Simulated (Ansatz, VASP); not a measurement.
# Rb in VASP and in Ansatz

```
CELL_PARAMETERS angstrom
5.10687 0.00000 0.00000
-2.55344 4.42268 0.00000
0.00000 0.00000 8.44789
ATOMIC_POSITIONS crystal
Rb 0.33333 0.66667 0.25000
Rb 0.66667 0.33333 0.75000
```

Alike in both runs: functional r2SCAN; k mesh 7 × 7 × 4; occupations fermi-dirac, width 0.1 eV; no spin polarisation.

Ansatz relaxed the structure, and its values are those at the end. VASP's run is a single point on that final structure, the one shown.

|  | VASP | Ansatz |
| --- | --- | --- |
| version | VASP 6.6.1 | Ansatz 0.2.0 |
| potentials or method | VASP PAW PBE potentials, release 64 (Rb_sv), cutoff 520 eV | plane waves (500 eV) with PAW, scalar-relativistic |
| valence electrons in the cell | 18 | 18 |

|  | VASP | Ansatz | Ansatz less VASP |
| --- | --- | --- | --- |
| pressure (GPa) | 0.0 | 0.0 | 0.00 |

VASP's potentials were made for PBE, not for r2SCAN. The functional is the same, so the differences come from potentials, cutoffs and numerics.
